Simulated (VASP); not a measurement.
# TiSi2 (Fddd) in VASP: further runs

TiSi2 is run at these levels: PBE; tasks: single point.

All numbers are computed with VASP 6.6.1; they aren't measurements. Logs are shortened: lines on timing, memory, paths and dates and some standing lists are left out, and cuts for length are marked.

## Step 1: The cell of the first run

It takes space group Fddd (No. 70, orthorhombic). The conventional cell has a = 4.874 Å, b = 8.329 Å, c = 8.384 Å, α = 90.00°, β = 90.00°, γ = 90.00°. Ti (site symmetry 222) has 10 Si at 2.52 to 2.82 Å and 4 Ti at 3.20 Å within 3.3 Å. Within 3.3 Å of Si (site symmetry 2) lie 9 Si at 2.50 to 3.20 Å and 5 Ti at 2.52 to 2.82 Å.

## Step 2: Single point, PBE

Input file INCAR:

```
PREC = Accurate
ENCUT = 520
EDIFF = 1E-6
ISMEAR = 0
SIGMA = 0.15
LREAL = False
LASPH = True
NELM = 60
ALGO = Normal
ISIF = 2
LWAVE = False
LCHARG = True
GGA = PE
LELF = True
LVHAR = True
NBANDS = 29
```

Input file KPOINTS:

```
Automatic mesh
0
Gamma
  14 14 14
```

Input file POSCAR:

```
TiSi2
1.0
    0.0000000000      4.1918344822      4.1647003358
    2.4368027150      0.0000000000      4.1647003358
    2.4368027150      4.1918344822      0.0000000000
Ti Si
2 4
Direct
    0.7500000000      0.7500000000      0.7500000000
    0.5000000000      0.5000000000      0.5000000000
    0.0868244589      0.4131755411      0.0868244589
    0.4131755411      0.0868244589      0.4131755411
    0.1631755411      0.8368244589      0.1631755411
    0.8368244589      0.1631755411      0.8368244589
```

Potentials or basis: VASP PAW PBE potentials, release 64 (Ti_sv, Si).

The run is started by

```console
> cat potpaw_PBE.64/Ti_sv/POTCAR potpaw_PBE.64/Si/POTCAR > POTCAR
> mpirun -np 1 vasp_std > vasp.out
```

OUTCAR:

```text
PREC = Accurate
   ENCUT = 520
   EDIFF = 1E-6
   ISMEAR = 0
   LREAL = False
   LASPH = True
   NELM = 60
   ISIF = 2
   GGA = PE

 ion  position               nearest neighbor table
   1  0.750  0.750  0.750-   6 2.52   5 2.52   6 2.52   5 2.52   4 2.79   4 2.79   3 2.79   3 2.79
                             3 2.82   4 2.82
   2  0.500  0.500  0.500-   3 2.52   4 2.52   3 2.52   4 2.52   5 2.79   5 2.79   6 2.79   6 2.79
                             5 2.82   6 2.82
   3  0.087  0.413  0.087-   5 2.50   5 2.50   2 2.52   2 2.52   4 2.74   1 2.79   1 2.79   1 2.82
                             4 2.84   4 2.84
   4  0.413  0.087  0.413-   6 2.50   6 2.50   2 2.52   2 2.52   3 2.74   1 2.79   1 2.79   1 2.82
                             3 2.84   3 2.84
   5  0.163  0.837  0.163-   3 2.50   3 2.50   1 2.52   1 2.52   6 2.74   2 2.79   2 2.79   2 2.82
                             6 2.84   6 2.84
   6  0.837  0.163  0.837-   4 2.50   4 2.50   1 2.52   1 2.52   5 2.74   2 2.79   2 2.79   2 2.82
                             5 2.84   5 2.84

  LATTYP: Found a face centered orthorhombic cell.
 ALAT       =     4.8736054300
 B/A-ratio  =     1.7090839197
 C/A-ratio  =     1.7202190626

  Lattice vectors:

 A1 = (   0.0000000000,   4.1918344822,  -4.1647003358)
 A2 = (   2.4368027150,   4.1918344822,   0.0000000000)
 A3 = (   2.4368027150,   0.0000000000,  -4.1647003358)

Analysis of symmetry for initial positions (statically):
=====================================================================
 Subroutine PRICEL returns:
 Original cell was already a primitive cell.

 Routine SETGRP: Setting up the symmetry group for a
 face centered orthorhombic supercell.

 Subroutine GETGRP returns: Found  8 space group operations
 (whereof  4 operations were pure point group operations)
 out of a pool of  8 trial point group operations.

The static configuration has the point symmetry D_2 .
 The point group associated with its full space group is D_2h.

Analysis of symmetry for dynamics (positions and initial velocities):
=====================================================================
 Subroutine PRICEL returns:
 Original cell was already a primitive cell.

 Routine SETGRP: Setting up the symmetry group for a
 face centered orthorhombic supercell.

 Subroutine GETGRP returns: Found  8 space group operations
 (whereof  4 operations were pure point group operations)
 out of a pool of  8 trial point group operations.

The dynamic configuration has the point symmetry D_2 .
 The point group associated with its full space group is D_2h.

 Subroutine INISYM returns: Found  8 space group operations
 (whereof  4 operations are pure point group operations),
 and found     1 'primitive' translations

----------------------------------------------------------------------------------------

                                     Primitive cell

  volume of cell :      85.0821

  direct lattice vectors                    reciprocal lattice vectors
     0.000000000  4.191834482  4.164700336    -0.205186902  0.119279519  0.120056657
     2.436802715  0.000000000  4.164700336     0.205186902 -0.119279519  0.120056657
     2.436802715  4.191834482  0.000000000     0.205186902  0.119279519 -0.120056657

  length of vectors
     5.908993587  4.825218789  4.848657938     0.265975317  0.265975317  0.265975317

  position of ions in fractional coordinates (direct lattice)
     0.750000000  0.750000000  0.750000000
     0.500000000  0.500000000  0.500000000
     0.086824459  0.413175541  0.086824459
     0.413175541  0.086824459  0.413175541
     0.163175541  0.836824459  0.163175541
     0.836824459  0.163175541  0.836824459

  ion indices of the primitive-cell ions
   primitive index   ion index
                 1           1
                 2           2
                 3           3
                 4           4
                 5           5
                 6           6

----------------------------------------------------------------------------------------

 KPOINTS: Automatic mesh

Automatic generation of k-mesh.
 Grid dimensions read from file:
 generate k-points for:   14   14   14

 Generating k-lattice:

  Cartesian coordinates                     Fractional coordinates (reciprocal lattice)
    -0.014656207  0.008519966  0.008575476     0.071428571  0.000000000  0.000000000
     0.014656207 -0.008519966  0.008575476     0.000000000  0.071428571  0.000000000
     0.014656207  0.008519966 -0.008575476     0.000000000  0.000000000  0.071428571

  Length of vectors
     0.018998237  0.018998237  0.018998237

  Shift w.r.t. Gamma in fractional coordinates (k-lattice)
     0.000000000  0.000000000  0.000000000

 Subroutine IBZKPT returns following result:
 ===========================================

 Found    428 irreducible k-points:

 Following reciprocal coordinates:
            Coordinates               Weight
  0.000000  0.000000  0.000000      1.000000
  0.071429 -0.000000  0.000000      8.000000
  0.142857 -0.000000  0.000000      8.000000
  0.214286  0.000000  0.000000      8.000000
  0.285714 -0.000000  0.000000      8.000000
  0.357143  0.000000  0.000000      8.000000
[... 16 lines left out ...]
  0.214286  0.142857 -0.000000      8.000000
  0.285714  0.142857 -0.000000      8.000000
 [... further k-points ...]
   k-points           NKPTS =    428   k-points in BZ     NKDIM =    428   number of bands    NBANDS=     29
   number of dos      NEDOS =    301   number of ions     NIONS =      6
   total plane-waves  NPLWV =  62208
   dimension x,y,z NGX =    48 NGY =   36 NGZ =   36
   dimension x,y,z NGXF=    96 NGYF=   72 NGZF=   72
   ions per type =               2   4
   NGX,Y,Z   is equivalent  to a cutoff of  13.50, 12.40, 12.34 a.u.
   NGXF,Y,Z  is equivalent  to a cutoff of  27.01, 24.81, 24.69 a.u.
 SYSTEM =  unknown system
   PREC   = accura    normal or accurate (medium, high low for compatibility)
   ISTART =      0    job   : 0-new  1-cont  2-samecut
   ICHARG =      2    charge: 1-file 2-atom 10-const
   ISPIN  =      1    spin polarized calculation?
   LNONCOLLINEAR =      F non collinear calculations
   LSORBIT =      F    spin-orbit coupling
   LASPH  =      T    aspherical Exc in radial PAW
   ENCUT  =  520.0 eV  38.22 Ry    6.18 a.u.  10.99  8.97  9.02*2*pi/ulx,y,z
   NELM   =     60;   NELMIN=  2; NELMDL= -5     # of ELM steps
   EDIFF  = 0.1E-05   stopping-criterion for ELM
   LREAL  =      F    real-space projection
   EDIFFG = 0.1E-04   stopping-criterion for IOM
   NSW    =      0    number of steps for IOM
   IBRION =     -1    ionic relax: 0-MD 1-quasi-New 2-CG
   NFREE  =      0    steps in history (QN), initial steepest desc. (CG)
   ISIF   =      2    stress and relaxation
   ISYM   =      2    0-nonsym 1-usesym 2-fastsym
   POTIM  = 0.5000    time-step for ionic-motion
   TEBEG  =    0.0;   TEEND  =   0.0 temperature during run
   PSTRESS=    0.0 pullay stress
   NELECT =      40.0000    total number of electrons
   NUPDOWN=      -1.0000    fix difference up-down
   EMIN   =  10.00;   EMAX   =-10.00  energy-range for DOS
   EFERMI =   0.00;   METHOD = LEGACY
   ISMEAR =     0;   SIGMA  =   0.15  broadening in eV -4-tet -1-fermi 0-gaus
   EFERMI_NEDOS =   21; number of points for ismear=-14 and -15
   IALGO  =     38    algorithm
   IMIX   =      4    mixing-type and parameters
     AMIX     =   0.40;   BMIX     =  1.00
     AMIX_MAG =   1.60;   BMIX_MAG =  1.00
  volume/ion in A,a.u.               =      14.18        95.69
  Fermi-wavevector in a.u.,A,eV,Ry     =   1.272962  2.405549 22.047316  1.620432
  Thomas-Fermi vector in A             =   2.405812
   LORBIT       =      0    0 simple, 1 ext, 2 COOP (PROOUT), +10 PAW based schemes
   GGA     = PE    functional components
   LHFCALC =     F    Hartree Fock is set to
   AEXX    =    0.0000 exact exchange contribution
   IVDW    =     0    specifies the selected vdW correction
   LEPSILON=     F    determine dielectric tensor
   LRPA    =     F    only Hartree local field effects (RPA)
 non-spin polarized calculation
 Gauss-broadening in eV      SIGMA  =   0.15
  energy-cutoff  :      520.00
  volume of cell :       85.08
 maximum number of plane-waves:      2313
 NGX is ok and might be reduce to    48
   NGX = 21   NGY = 17   NGZ = 17

 number of electron      39.9999994 magnetization

 Free energy of the ion-electron system (eV)
  ---------------------------------------------------
  ext. energy  EPLUGINS =         0.00000000
  ---------------------------------------------------
  free energy    TOTEN  =       -40.61736655 eV

  energy without entropy =      -40.59092653  energy(sigma->0) =      -40.60414654

 E-fermi :   9.9847     XC(G=0): -11.6672

 val. band max:        9.9845816069   @ k =  -0.2143   0.4286   0.2857
 cond. band min:       9.9847175561   @ k =   0.2143   0.4286   0.0714
 fundamental gap:      0.0001359492
 Fermi energy:         9.9846653410

 k-point     1 :       0.0000    0.0000    0.0000
  band No.  band energies     occupation
      1     -46.2946      2.00000
      2     -46.2665      2.00000
      3     -22.6816      2.00000
      4     -22.6373      2.00000
      5     -22.5961      2.00000
      6     -22.5800      2.00000
[... 21 lines left out ...]
     28      13.7890      0.00000
     29      13.8289      0.00000

 k-point     2 :       0.0714   -0.0000    0.0000
  band No.  band energies     occupation
      1     -46.2944      2.00000
      2     -46.2668      2.00000
      3     -22.6813      2.00000
      4     -22.6378      2.00000
      5     -22.5971      2.00000
      6     -22.5798      2.00000
[... 21 lines left out ...]
     28      13.6875      0.00000
     29      13.7774      0.00000

 k-point     3 :       0.1429   -0.0000    0.0000
  band No.  band energies     occupation
      1     -46.2936      2.00000
      2     -46.2675      2.00000
      3     -22.6803      2.00000
      4     -22.6389      2.00000
      5     -22.6000      2.00000
      6     -22.5791      2.00000
[... 638 lines left out ...]
      5     -22.6109      2.00000
      6     -22.5760      2.00000
[... 21 lines left out ...]
     28      13.7344      0.00000
     29      14.1847      0.00000

 k-point    24 :       0.2857    0.1429   -0.0000
  band No.  band energies     occupation
      1     -46.2910      2.00000
      2     -46.2701      2.00000
      3     -22.6770      2.00000
      4     -22.6287      2.00000
      5     -22.6163      2.00000
      6     -22.5742      2.00000
[... 21 lines left out ...]
     28      13.9085      0.00000
     29      14.3494      0.00000

 [... further k-points ...]
[... 5 lines left out ...]
  --------------------------------------------------------------------------------------
  -------------------------------------------------------------------------------------
  Total       -1.1149985     -1.9745408      5.4294884      0.0000000      0.0000000      0.0000000
  in kB      -20.9964862    -37.1824873    102.2424490      0.0000000      0.0000000      0.0000000
  external PRESSURE =      14.6878252 kB  Pullay stress =       0.0000000 kB

 VOLUME and BASIS-vectors are now :
 -----------------------------------------------------------------------------
  energy-cutoff  :      520.00
  volume of cell :       85.08
      direct lattice vectors                 reciprocal lattice vectors
     0.000000000  4.191834482  4.164700336    -0.205186902  0.119279519  0.120056657
     2.436802715  0.000000000  4.164700336     0.205186902 -0.119279519  0.120056657
     2.436802715  4.191834482  0.000000000     0.205186902  0.119279519 -0.120056657

 POSITION                                       TOTAL-FORCE (eV/Angst)
 -----------------------------------------------------------------------------------
      3.65520      6.28775      6.24705         0.000000     -0.000000      0.000000
      2.43680      4.19183      4.16470        -0.000000     -0.000000      0.000000
      1.21840      0.72791      2.08235         0.000000     -0.050146      0.000000
      1.21840      3.46393      2.08235         0.000000      0.050146      0.000000
      2.43680      1.36801      4.16470         0.000000      0.050146     -0.000000
      2.43680      7.01566      4.16470         0.000000     -0.050146     -0.000000
 -----------------------------------------------------------------------------------
    total drift:                               -0.000000     -0.000000      0.000000

  FREE ENERGIE OF THE ION-ELECTRON SYSTEM (eV)
  ---------------------------------------------------
  free  energy   TOTEN  =       -40.6173665524 eV

  energy  without entropy=      -40.5909265299  energy(sigma->0) =      -40.60414654
```

It took 26 min on 1 thread of Intel Xeon 8259CL, shared host; peak memory 0.88 GiB.

What came out:

- Free energy: -40.6174 eV
- Pressure: 1.5 GPa
- Largest force: 0.050 eV/Å
- Band gap on the k mesh: zero (bands 20 and 21 overlap by 1.87 eV)

Forces in eV/Å, atoms in the order of the input:
```
Ti   0.000  0.000  0.000
Ti   0.000  0.000  0.000
Si   0.000 -0.050  0.000
Si   0.000  0.050  0.000
Si   0.000  0.050  0.000
Si   0.000 -0.050  0.000
```

Caveat: the stress differs along the axes, from -4 to 10 GPa.

[end of part 1 of 2]
